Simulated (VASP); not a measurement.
CoO:

```
CELL_PARAMETERS angstrom
0.00000 4.26300 4.26300
2.13150 0.00000 2.13150
2.13150 2.13150 0.00000
ATOMIC_POSITIONS crystal
Co 0.00000 0.00000 0.00000
Co 0.50000 0.00000 0.00000
O 0.25000 0.50000 0.50000
O 0.75000 0.50000 0.50000
```

Base run:

```yaml
Program: VASP 6.6.1
Functional: PBE
Potentials_or_basis: VASP PAW PBE potentials, release 64 (Co, O)
Cutoff: 520 eV
k_mesh: 5 × 10 × 10
Occupations: fermi-dirac, width 0.05 eV
Spin: no spin polarisation
```

Its results: band gap on the k mesh zero (bands 15 and 16 overlap by 0.55 eV); pressure -19.5 GPa.

Problem. After a change of settings the same cell gave: band gap on the k mesh zero (bands 15 and 16 overlap by 1.09 eV); pressure -25.5 GPa. Which change was it?
A. spin from no spin polarisation to collinear spin, antiferromagnetic start; further incar settings from ALGO = Normal; EDIFF = 1e-07; NBANDS = 23 to ALGO = Normal; EDIFF = 1e-06; NBANDS = 27
B. further incar settings from ALGO = Normal; EDIFF = 1e-07; NBANDS = 23 to ALGO = Normal; EDIFF = 1e-06; NBANDS = 23; hubbard terms from none to Co d U = 3.3 eV
C. functional from PBE to r2SCAN; further incar settings from ALGO = Normal; EDIFF = 1e-07; NBANDS = 23 to ALGO = Normal; EDIFF = 1e-06; NBANDS = 23

Solution. C.

Caveats: the cell stands under tension; the run has no spin polarisation, though such a crystal can be magnetic; semilocal functionals often make such compounds metallic where correlation or magnetic order opens a gap, which also shifts bond lengths; the PAW data sets were made with another functional, which shifts forces and pressure a little (at least some runs).
